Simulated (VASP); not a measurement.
## Sr3Cl4: single point with PBEsol

The system is Sr3Cl4.

```
Sr Cl
1.0
     5.97152    0.00000    0.00000
     0.00000    5.97152    0.00000
     0.00000    0.00000    5.97152
Sr Cl
3 4
Direct
  0.50000 0.00000 0.00000
  0.00000 0.50000 0.00000
  0.00000 0.00000 0.50000
  0.00000 0.50000 0.50000
  0.50000 0.00000 0.50000
  0.50000 0.50000 0.00000
  0.00000 0.00000 0.00000
```

- Program: VASP 6.6.1
- Task: single point
- Functional: PBEsol
- Potentials or basis: VASP PAW PBE potentials, release 64 (Sr_sv, Cl)
- Cutoff: 520 eV
- k mesh: 6 × 6 × 6
- Occupations: gaussian, width 0.1 eV
- Spin: no spin polarisation
- Dipole correction: no
- k mesh for the DOS: 9 × 9 × 9
- Occupations for the DOS: tetrahedron
- Further INCAR settings: ALGO = Normal; EDIFF = 1e-07

| Quantity | Value |
| --- | --- |
| Valence electrons inside the program's atomic spheres | Sr 8.00; Cl 5.10, 5.09 (each value once) |

Levels at points of the mesh, in eV from the Fermi level:
| k point | band 27 | band 28 | band 29 | band 30 | band 31 | band 32 |
| --- | --- | --- | --- | --- | --- | --- |
| (0.00, 0.00, 0.00) | -5.47 | -5.47 | -0.96 | -0.89 | -0.89 | -0.89 |

Run time: 2.7 min on 1 thread of Intel(R) Xeon(R) 6975P-C (Granite Rapids) (shared host), peak memory 0.41 GiB.
